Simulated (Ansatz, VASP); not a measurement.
Be3TeSe2 in VASP and in Ansatz

```
Be Te Se
1.0
     6.11351    0.00000    0.00000
    -3.05675    5.29445    0.00000
     0.00000    0.00000    3.21127
Be Te Se
3 1 2
Direct
  0.00000 0.50000 0.00000
  0.50000 0.00000 0.00000
  0.50000 0.50000 0.00000
  0.00000 0.00000 0.50000
  0.33333 0.66667 0.50000
  0.66667 0.33333 0.50000
```

Change from the starting cell: species swapped into the ScB2Ir3 type (P6/mmm, No. 191).

Alike in both runs: functional PBE; k mesh 2 × 2 × 4; occupations gaussian, width 0.15 eV; no spin polarisation.

Ansatz relaxed the structure, and its values are those at the end. VASP's run is a single point on that final structure, the one shown.

|  | VASP | Ansatz |
| --- | --- | --- |
| version | VASP 6.6.1 | Ansatz 0.2.0 |
| potentials or method | VASP PAW PBE potentials, release 64 (Be, Te, Se), cutoff 600 eV | scalar-relativistic, plane waves, PAW |
| valence electrons in the cell | 24 | 54 |

|  | VASP | Ansatz | Ansatz less VASP |
| --- | --- | --- | --- |
| gap on the k mesh at the Fermi level (eV) | none | none | - |
| pressure (GPa) | 0.3 | 0.2 | -0.09 |

A gap of «none» marks a metal or a gap that the smearing closes. The functional is the same, so the differences come from potentials, cutoffs and numerics. VASP's potentials hold 24 valence electrons a cell and Ansatz's 54, so a difference there can come from the potentials and not from the codes.

The k mesh is coarse, so the values compare programs but aren't converged. Neither program's run includes spin-orbit coupling.
